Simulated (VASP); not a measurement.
# Pd (Fm-3m) in VASP: settings compared, part 2 of 2

VASP 6.6.1. The steps go on from the part before.

### 4 Single point, r2SCAN+rVV10

This run uses another cell than the first one, of 14.70 Å³/atom, 0.933 times its volume.

Input file POSCAR:

```
Pd
1.0
    0.0000000000      1.9443638911      1.9443638911
    1.9443638911      0.0000000000      1.9443638911
    1.9443638911      1.9443638911      0.0000000000
Pd
1
Direct
    0.0000000000      0.0000000000      0.0000000000
```

Input file INCAR.step1:

```
SYSTEM = Pd
PREC     = Accurate       ! precision mode
ENCUT    = 520            ! plane-wave cutoff, eV
ISMEAR   = -1             ! smearing method
SIGMA    = 0.05           ! smearing width, eV
LREAL    = .FALSE.        ! projectors in reciprocal space
LASPH    = .TRUE.         ! aspherical terms in the spheres
NELM     = 100            ! most SCF steps
NBANDS   = 11             ! bands
GGA      = PE             ! functional
ALGO     = Normal         ! electronic algorithm
EDIFF    = 1E-4           ! SCF threshold, eV
LWAVE    = .TRUE.         ! write WAVECAR
LCHARG   = .FALSE.        ! write CHGCAR
```

Input file INCAR.step2:

```
SYSTEM = Pd
PREC     = Accurate       ! precision mode
ENCUT    = 520            ! plane-wave cutoff, eV
EDIFF    = 1E-6           ! SCF threshold, eV
ISMEAR   = -1             ! smearing method
SIGMA    = 0.05           ! smearing width, eV
LREAL    = .FALSE.        ! projectors in reciprocal space
LASPH    = .TRUE.         ! aspherical terms in the spheres
NELM     = 100            ! most SCF steps
ALGO     = Normal         ! electronic algorithm
ISIF     = 2              ! what is computed and relaxed
LWAVE    = .FALSE.        ! write WAVECAR
LCHARG   = .TRUE.         ! write CHGCAR
METAGGA  = R2SCAN         ! meta-GGA
LMIXTAU  = .TRUE.       
LUSE_VDW = .TRUE.       
IVDW_NL  = 2            
BPARAM   = 11.95        
CPARAM   = 0.0093       
LELF     = .TRUE.         ! ELF
LVHAR    = .TRUE.       
NBANDS   = 11             ! bands
ISTART   = 1
```

Input file KPOINTS:

```
Automatic mesh
0
G
  12 12 12
  0 0 0
```

Potentials or basis: VASP PAW PBE potentials, release 64 (Pd).

Command:

```sh
> cat potpaw_PBE.64/Pd/POTCAR > POTCAR
> cp INCAR.step1 INCAR
> mpirun -np 1 vasp_std > vasp.out
> cp INCAR.step2 INCAR
> mpirun -np 1 vasp_std > vasp.out
```

OUTCAR:

```text
SYSTEM = Pd
   PREC = Accurate
   ENCUT = 520
   EDIFF = 1E-6
   ISMEAR = -1
   LREAL = .FALSE.
   LASPH = .TRUE.
   NELM = 100
   ISIF = 2
   METAGGA = R2SCAN
   IVDW_NL = 2
   BPARAM = 11.95
   ISTART = 1

 ion  position               nearest neighbor table
   1  0.000  0.000  0.000-

  LATTYP: Found a face centered cubic cell.
 ALAT       =     3.8887277822

  Lattice vectors:

 A1 = (   0.0000000000,   1.9443638911,   1.9443638911)
 A2 = (   1.9443638911,   0.0000000000,   1.9443638911)
 A3 = (   1.9443638911,   1.9443638911,   0.0000000000)

Analysis of symmetry for initial positions (statically):
[... 33 lines left out ...]
                                     Primitive cell

  volume of cell :      14.7015

  direct lattice vectors                    reciprocal lattice vectors
     0.000000000  1.944363891  1.944363891    -0.257153510  0.257153510  0.257153510
     1.944363891  0.000000000  1.944363891     0.257153510 -0.257153510  0.257153510
     1.944363891  1.944363891  0.000000000     0.257153510  0.257153510 -0.257153510

  length of vectors
     2.749745785  2.749745785  2.749745785     0.445402945  0.445402945  0.445402945

  position of ions in fractional coordinates (direct lattice)
     0.000000000  0.000000000  0.000000000

  ion indices of the primitive-cell ions
   primitive index   ion index
                 1           1

----------------------------------------------------------------------------------------

 KPOINTS: Automatic mesh

Automatic generation of k-mesh.
 Grid dimensions read from file:
 generate k-points for:   12   12   12

 Generating k-lattice:

  Cartesian coordinates                     Fractional coordinates (reciprocal lattice)
    -0.021429459  0.021429459  0.021429459     0.083333333  0.000000000  0.000000000
     0.021429459 -0.021429459  0.021429459     0.000000000  0.083333333  0.000000000
     0.021429459  0.021429459 -0.021429459     0.000000000  0.000000000  0.083333333

  Length of vectors
     0.037116912  0.037116912  0.037116912

  Shift w.r.t. Gamma in fractional coordinates (k-lattice)
     0.000000000  0.000000000  0.000000000

 Subroutine IBZKPT returns following result:
 ===========================================

 Found     72 irreducible k-points:

 Following reciprocal coordinates:
            Coordinates               Weight
  0.000000  0.000000  0.000000      1.000000
  0.083333  0.000000  0.000000      8.000000
  0.166667  0.000000  0.000000      8.000000
  0.250000  0.000000  0.000000      8.000000
  0.333333  0.000000  0.000000      8.000000
  0.416667  0.000000  0.000000      8.000000
[... 16 lines left out ...]
  0.500000  0.166667  0.000000     24.000000
 -0.416667  0.166667  0.000000     24.000000
 [... further k-points ...]
   k-points           NKPTS =     72   k-points in BZ     NKDIM =     72   number of bands    NBANDS=     11
   number of dos      NEDOS =    301   number of ions     NIONS =      1
   total plane-waves  NPLWV =   8000
   dimension x,y,z NGX =    20 NGY =   20 NGZ =   20
   dimension x,y,z NGXF=    40 NGYF=   40 NGZF=   40
   ions per type =               1
   NGX,Y,Z   is equivalent  to a cutoff of  12.09, 12.09, 12.09 a.u.
   NGXF,Y,Z  is equivalent  to a cutoff of  24.18, 24.18, 24.18 a.u.
 SYSTEM =  Pd
   PREC   = accura    normal or accurate (medium, high low for compatibility)
   ISTART =      1    job   : 0-new  1-cont  2-samecut
   ICHARG =      0    charge: 1-file 2-atom 10-const
   ISPIN  =      1    spin polarized calculation?
   LNONCOLLINEAR =      F non collinear calculations
   LSORBIT =      F    spin-orbit coupling
   LASPH  =      T    aspherical Exc in radial PAW
   ENCUT  =  520.0 eV  38.22 Ry    6.18 a.u.   5.11  5.11  5.11*2*pi/ulx,y,z
   NELM   =    100;   NELMIN=  2; NELMDL=  0     # of ELM steps
   EDIFF  = 0.1E-05   stopping-criterion for ELM
   LREAL  =      F    real-space projection
   EDIFFG = 0.1E-04   stopping-criterion for IOM
   NSW    =      0    number of steps for IOM
   IBRION =     -1    ionic relax: 0-MD 1-quasi-New 2-CG
   NFREE  =      0    steps in history (QN), initial steepest desc. (CG)
   ISIF   =      2    stress and relaxation
   ISYM   =      2    0-nonsym 1-usesym 2-fastsym
   POTIM  = 0.5000    time-step for ionic-motion
   TEBEG  =    0.0;   TEEND  =   0.0 temperature during run
   PSTRESS=    0.0 pullay stress
   NELECT =      10.0000    total number of electrons
   NUPDOWN=      -1.0000    fix difference up-down
   EMIN   =  10.00;   EMAX   =-10.00  energy-range for DOS
   EFERMI =   0.00;   METHOD = LEGACY
   ISMEAR =    -1;   SIGMA  =   0.05  broadening in eV -4-tet -1-fermi 0-gaus
   EFERMI_NEDOS =   21; number of points for ismear=-14 and -15
   IALGO  =     38    algorithm
   IMIX   =      4    mixing-type and parameters
     AMIX     =   0.40;   BMIX     =  1.00
     AMIX_MAG =   1.60;   BMIX_MAG =  1.00
  volume/ion in A,a.u.               =      14.70        99.21
  Fermi-wavevector in a.u.,A,eV,Ry     =   1.439751  2.720734 28.203271  2.072882
  Thomas-Fermi vector in A             =   2.558571
   LORBIT       =      0    0 simple, 1 ext, 2 COOP (PROOUT), +10 PAW based schemes
   METAGGA = R2SCAN    functional components
   LHFCALC =     F    Hartree Fock is set to
   AEXX    =    0.0000 exact exchange contribution
   IVDW_NL    =     2    kernel type
   BPARAM     =11.9500
   IVDW    =     0    specifies the selected vdW correction
   LEPSILON=     F    determine dielectric tensor
   LRPA    =     F    only Hartree local field effects (RPA)
 non-spin polarized calculation
  energy-cutoff  :      520.00
  volume of cell :       14.70
 maximum number of plane-waves:       415
   NGX = 11   NGY = 11   NGZ = 11

 number of electron      10.0000000 magnetization

 Free energy of the ion-electron system (eV)
  ---------------------------------------------------
  ext. energy  EPLUGINS =         0.00000000
  ---------------------------------------------------
  free energy    TOTEN  =       -22.68820009 eV

  energy without entropy =      -22.66987279  energy(sigma->0) =      -22.67903644

 E-fermi :   9.6236     XC(G=0): -14.1985

 val. band max:        9.6193844554   @ k =  -0.4167   0.3333   0.0833
 cond. band min:       9.6255242202   @ k =  -0.2500   0.4167   0.1667
 fundamental gap:      0.0061397648
 Fermi energy:         9.6236259677

 k-point     1 :       0.0000    0.0000    0.0000
  band No.  band energies     occupation
      1       2.3999      2.00000
      2       6.7067      2.00000
      3       6.7067      2.00000
      4       6.7067      2.00000
      5       8.3281      2.00000
      6       8.3281      2.00000
      7      27.6539      0.00000
      8      32.0230      0.00000
      9      32.6655      0.00000
     10      32.6656      0.00000
     11      32.6656      0.00000

 k-point     2 :       0.0833    0.0000    0.0000
  band No.  band energies     occupation
      1       2.6599      2.00000
      2       6.6180      2.00000
      3       6.7949      2.00000
      4       6.7949      2.00000
      5       8.2884      2.00000
      6       8.2884      2.00000
      7      27.9093      0.00000
      8      31.1008      0.00000
      9      32.0531      0.00000
     10      32.9573      0.00000
     11      32.9573      0.00000

 k-point     3 :       0.1667    0.0000    0.0000
  band No.  band energies     occupation
      1       3.3583      2.00000
      2       6.4713      2.00000
      3       6.9705      2.00000
      4       6.9705      2.00000
      5       8.2665      2.00000
      6       8.2665      2.00000
      7      27.7155      0.00000
      8      29.0562      0.00000
      9      32.0418      0.00000
     10      33.7125      0.00000
     11      33.7125      0.00000
[... 267 lines left out ...]
 k-point    23 :       0.5000    0.1667    0.0000
  band No.  band energies     occupation
      1       4.7537      2.00000
      2       6.1901      2.00000
      3       7.2615      2.00000
      4       7.4753      2.00000
      5       9.6524      0.71952
      6      12.9541      0.00000
      7      18.2010      0.00000
      8      26.8681      0.00000
      9      29.4120      0.00000
     10      29.9266      0.00000
     11      32.0797      0.00000

 k-point    24 :      -0.4167    0.1667    0.0000
  band No.  band energies     occupation
      1       4.8081      2.00000
      2       6.1973      2.00000
      3       7.1869      2.00000
      4       7.6859      2.00000
      5       9.3774      1.98558
      6      13.5341      0.00000
      7      17.6651      0.00000
      8      26.2678      0.00000
      9      29.4439      0.00000
     10      30.5080      0.00000
     11      32.0670      0.00000

 [... further k-points ...]
[... 5 lines left out ...]
  --------------------------------------------------------------------------------------
  -------------------------------------------------------------------------------------
  Total        0.1122360      0.1122360      0.1122360      0.0000000      0.0000000      0.0000000
  in kB       12.2315143     12.2315143     12.2315143      0.0000000      0.0000000      0.0000000
  external PRESSURE =      12.2315143 kB  Pullay stress =       0.0000000 kB

 VOLUME and BASIS-vectors are now :
 -----------------------------------------------------------------------------
  energy-cutoff  :      520.00
  volume of cell :       14.70
      direct lattice vectors                 reciprocal lattice vectors
     0.000000000  1.944363891  1.944363891    -0.257153510  0.257153510  0.257153510
     1.944363891  0.000000000  1.944363891     0.257153510 -0.257153510  0.257153510
     1.944363891  1.944363891  0.000000000     0.257153510  0.257153510 -0.257153510

 POSITION                                       TOTAL-FORCE (eV/Angst)
 -----------------------------------------------------------------------------------
      0.00000      0.00000      0.00000         0.000000      0.000000      0.000000
 -----------------------------------------------------------------------------------
    total drift:                                0.000000      0.000000      0.000000

  FREE ENERGIE OF THE ION-ELECTRON SYSTEM (eV)
  ---------------------------------------------------
  free  energy   TOTEN  =       -22.6882000880 eV

  energy  without entropy=      -22.6698727877  energy(sigma->0) =      -22.67903644
```

Run time: 88 s. Hardware: 1 thread of Intel Xeon 8259CL, shared host; peak memory 0.18 GiB.

Results:

```
Free energy            : -22.6882 eV
Pressure               : 1.2 GPa
Band gap on the k mesh : zero (band 5 reaches 9.96 eV, above the bottom of band 6 at 8.27 eV)
```

Levels at points of the mesh, in eV from the Fermi level:
```csv
k point,band 2,band 3,band 4,band 5,band 6,band 7,band 8,band 9
"(0.00, 0.00, 0.00)",-2.92,-2.92,-2.92,-1.30,-1.30,18.03,22.40,23.04
"(0.50, 0.00, 0.00)",-2.99,-2.99,-0.02,-0.02,1.27,7.75,17.43,22.17
"(0.50, 0.50, 0.00)",-5.28,-0.08,0.33,0.33,3.65,11.36,13.95,13.95
```

Caveat: the PAW data sets were made with another functional, which shifts forces and pressure a little.

### 5 Relaxation of cell and atoms, PBE+D4

This run uses another cell than the first one, of 14.75 Å³/atom, 0.936 times its volume.

Input file INCAR:

```
SYSTEM = Pd
PREC = Accurate
ENCUT = 600
EDIFF = 1E-6
ISMEAR = -1
SIGMA = 0.05
LREAL = .FALSE.
LASPH = .TRUE.
NELM = 80
ALGO = Normal
ISIF = 3
LWAVE = .FALSE.
LCHARG = .FALSE.
GGA = PE
IVDW = 13
IBRION = 2
NSW = 60
EDIFFG = -0.01
```

Input file KPOINTS:

```
regular mesh
0
G
  12 12 12
  0 0 0
```

Input file POSCAR:

```
Pd
1.0
    0.0000000000      1.9465000000      1.9465000000
    1.9465000000      0.0000000000      1.9465000000
    1.9465000000      1.9465000000      0.0000000000
Pd
1
Direct
    0.0000000000      0.0000000000      0.0000000000
```

Potentials or basis: VASP PAW PBE potentials, release 64 (Pd).

Command:

```sh
> cat potpaw_PBE.64/Pd/POTCAR > POTCAR
> mpirun -np 1 vasp_std > vasp.out
```

OUTCAR:

```text
SYSTEM = Pd
   PREC = Accurate
   ENCUT = 600
   EDIFF = 1E-6
   ISMEAR = -1
   LREAL = .FALSE.
   LASPH = .TRUE.
   NELM = 80
   ISIF = 3
   GGA = PE
   IVDW = 13
   IBRION = 2
   NSW = 60
   EDIFFG = -0.01

 ion  position               nearest neighbor table
   1  0.000  0.000  0.000-

  LATTYP: Found a face centered cubic cell.
 ALAT       =     3.8930000000

  Lattice vectors:

 A1 = (   0.0000000000,   1.9465000000,   1.9465000000)
 A2 = (   1.9465000000,   0.0000000000,   1.9465000000)
 A3 = (   1.9465000000,   1.9465000000,   0.0000000000)

Analysis of symmetry for initial positions (statically):
[... 33 lines left out ...]
                                     Primitive cell

  volume of cell :      14.7500

  direct lattice vectors                    reciprocal lattice vectors
     0.000000000  1.946500000  1.946500000    -0.256871307  0.256871307  0.256871307
     1.946500000  0.000000000  1.946500000     0.256871307 -0.256871307  0.256871307
     1.946500000  1.946500000  0.000000000     0.256871307  0.256871307 -0.256871307

  length of vectors
     2.752766699  2.752766699  2.752766699     0.444914156  0.444914156  0.444914156

  position of ions in fractional coordinates (direct lattice)
     0.000000000  0.000000000  0.000000000

  ion indices of the primitive-cell ions
   primitive index   ion index
                 1           1

----------------------------------------------------------------------------------------

[... 111 lines left out ...]

 number of electron       9.9999999 magnetization

 Free energy of the ion-electron system (eV)
  ---------------------------------------------------
  ext. energy  EPLUGINS =         0.00000000
  ---------------------------------------------------
  free energy    TOTEN  =        -5.21977227 eV

  energy without entropy =       -5.20015207  energy(sigma->0) =       -5.20996217

------------------------ aborting loop because EDIFF is reached ----------------------------------------

  DFT-D4 for vdW energy calculation

  Edisp (eV):   -0.49253
[... 69 lines left out ...]
--------------------------------------- Ionic step        3  -------------------------------------------

 number of electron       9.9999998 magnetization

 Free energy of the ion-electron system (eV)
  ---------------------------------------------------
  ext. energy  EPLUGINS =         0.00000000
  ---------------------------------------------------
  free energy    TOTEN  =        -5.22397978 eV

  energy without entropy =       -5.20419228  energy(sigma->0) =       -5.21408603

 E-fermi :   9.6175     XC(G=0): -13.1379

 val. band max:        9.6127672768   @ k =  -0.4167   0.4167   0.1667
 cond. band min:       9.6187461086   @ k =  -0.3333   0.4167   0.0833
 fundamental gap:      0.0059788318
 Fermi energy:         9.6175480517

 k-point     1 :       0.0000    0.0000    0.0000
  band No.  band energies     occupation
      1       2.5711      2.00000
      2       6.8355      2.00000
      3       6.8355      2.00000
      4       6.8355      2.00000
      5       8.4252      2.00000
      6       8.4252      2.00000
      7      26.8384      0.00000
      8      31.5718      0.00000
      9      31.5718      0.00000
[... 265 lines left out ...]
 k-point    24 :      -0.4167    0.1667    0.0000
  band No.  band energies     occupation
      1       5.0128      2.00000
      2       6.3691      2.00000
      3       7.3203      2.00000
      4       7.7395      2.00000
      5       9.3882      1.97986
      6      13.2493      0.00000
      7      17.1789      0.00000
      8      25.4293      0.00000
      9      28.4700      0.00000

 [... further k-points ...]

------------------------ aborting loop because EDIFF is reached ----------------------------------------

  DFT-D4 for vdW energy calculation

  Edisp (eV):   -0.48887
[... 24 lines left out ...]
  FREE ENERGIE OF THE ION-ELECTRON SYSTEM (eV)
  ---------------------------------------------------
  free  energy   TOTEN  =        -5.7128527243 eV

  energy  without entropy=       -5.6930652339  energy(sigma->0) =       -5.70295898

 reached required accuracy - stopping structural energy minimisation
```

CONTCAR:

```text
Pd
   1.00000000000000
     0.0000000000000000    1.9516390460548374    1.9516390460548374
     1.9516390460548374   -0.0000000000000000    1.9516390460548374
     1.9516390460548374    1.9516390460548374    0.0000000000000000
  Pd
     1
Direct
     0.0000000000000000    0.0000000000000000    0.0000000000000000

  0.00000000E+00  0.00000000E+00  0.00000000E+00
```

Run time: 33 s. Hardware: 1 thread of Intel Xeon 8259CL, shared host; peak memory 0.15 GiB.

Results:

| Item | Value |
| --- | --- |
| Free energy | -5.7129 eV |
| Relaxed volume | 14.87 Å³/atom |
| Relaxed cell | a = 2.760 Å, b = 2.760 Å, c = 2.760 Å, α = 60.00°, β = 60.00°, γ = 60.00° |
| Space group after relaxing (to 0.05 Å) | Fm-3m (No. 225) |
| Energy gained by relaxing | 0.5 meV/atom |
| Ionic steps | 3 |
| Pressure after relaxing | 0.0 GPa |
| Band gap on the k mesh | zero (band 5 reaches 9.92 eV, above the bottom of band 6 at 8.36 eV) |
| Dispersion energy per atom | -0.489 eV |

The path:
| step | energy change (eV) | largest force (eV/Å) | pressure (GPa) | volume (Å³) |
| --- | --- | --- | --- | --- |
| 1 | 0.0000 | 0.0000 | 1.53 | 14.75 |
| 2 | 0.0008 | 0.0000 | -2.21 | 15.05 |
| 3 | -0.0005 | 0.0000 | -0.02 | 14.87 |

Final structure:
```yaml
crystal:
  lattice:
    - [0.00000, 1.95164, 1.95164]
    - [1.95164, 0.00000, 1.95164]
    - [1.95164, 1.95164, 0.00000]
  atoms:
    - { symbol: Pd, position: [0.00000, 0.00000, 0.00000] }
```

Caveat: pairwise dispersion overbinds metals, which lowers pressure and volume.

### 6 Summary

| task | level | cell | cutoff (eV) | gap on the mesh (eV) | pressure (GPa) |
| --- | --- | --- | --- | --- | --- |
| single point | RPBE | a = 2.814 Å, angles 60.0°, 1 atom | 520 | none | -0.3 |
| single point | BLYP+D4 | a = 2.792 Å, angles 60.0°, 1 atom | 520 | none | 0.4 |
| single point | r2SCAN+rVV10 | a = 2.750 Å, angles 60.0°, 1 atom | 520 | none | 1.2 |
| relaxation of cell and atoms | PBE+D4 | relaxed from a = 2.753 Å, angles 60.0°, 1 atom | 600 | none | 0.0 |

Alike in all rows: potentials or basis VASP PAW PBE potentials, release 64 (Pd); no spin polarisation; k mesh 12 × 12 × 12; smearing fermi-dirac 0.05 eV.

Caveats: the PAW data sets were made with another functional, which shifts forces and pressure a little (some runs); pairwise dispersion overbinds metals, which lowers pressure and volume (some runs).

Total energies depend on the potentials used, so only differences within one code and one set of settings carry meaning.
